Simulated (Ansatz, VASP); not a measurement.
## La in VASP and in Ansatz

```
La
1.0
     0.00000    2.42756    2.42756
     2.42756    0.00000    2.42756
     2.42756    2.42756    0.00000
La
1
Direct
  0.00000 0.00000 0.00000
```

Alike in both runs: task relaxation of cell and atoms; functional PBE; k mesh 13 × 13 × 13; occupations fermi-dirac, width 0.08 eV; no spin polarisation.

|  | VASP | Ansatz |
| --- | --- | --- |
| version | VASP 6.6.1 | Ansatz 0.2.0 |
| potentials or method | VASP PAW PBE potentials, release 64 (La) | PAW with Ansatz's default frozen-core files, scalar-relativistic |
| plane-wave cutoff (eV) | 600 | 420 |
| valence electrons in the cell | 11 | 11 |

Ansatz gave:

```
relaxed volume (Å³/atom)                                     : 36.84
relaxed cell length with the largest relative difference (Å) : 3.735
```

Q: Estimate VASP's values.

A: Relaxed volume (Å³/atom): 36.95; relaxed cell length with the largest relative difference (Å): 3.738.

Neither program's run includes spin-orbit coupling. Noted on VASP's run: the volume moved by over 15 % at a fixed basis, so the end points are rough.
